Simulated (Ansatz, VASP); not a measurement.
BaTiO3: VASP beside Ansatz

```
CELL_PARAMETERS angstrom
-3.98585 -3.97446 0.00000
-3.96310 3.97446 0.00000
-0.01137 -0.01135 -3.97445
ATOMIC_POSITIONS crystal
Ba 0.00000 0.00000 0.00000
Ba 0.50000 0.50000 0.00000
Ti 0.51070 0.00000 0.51070
Ti 0.01070 0.50000 0.51070
O 0.98870 0.50000 0.98000
O 0.48870 0.00000 0.98000
O 0.73435 0.24565 0.48870
O 0.23435 0.74565 0.48870
O 0.73435 0.75435 0.48870
O 0.23435 0.25435 0.48870
```

Alike in both runs: task single point; functional r2SCAN; k mesh 3 × 3 × 5; collinear spin.

|  | VASP | Ansatz |
| --- | --- | --- |
| version | VASP 6.6.1 | Ansatz 0.2.0 |
| potentials or method | VASP PAW PBE potentials, release 64 (Ba_sv, Ti_sv, O), cutoff 520 eV | PAW plane waves |
| occupations | fermi-dirac, width 0.1 eV | fermi-dirac |
| valence electrons in the cell | 80 | 80 |

|  | VASP | Ansatz | Ansatz less VASP |
| --- | --- | --- | --- |
| pressure (GPa) | 8.0 | 5.8 | -2.19 |
| rms of the force components (eV/Å) | 0.140 | 0.086 | -0.0531 |
| net moment per atom (μB) | 0.00 | 0.00 | 0.000 |

VASP's potentials were made for PBE, not for r2SCAN. Ansatz's warnings: no starting moments, structure snapped to symmetry.

Neither program's run includes spin-orbit coupling.
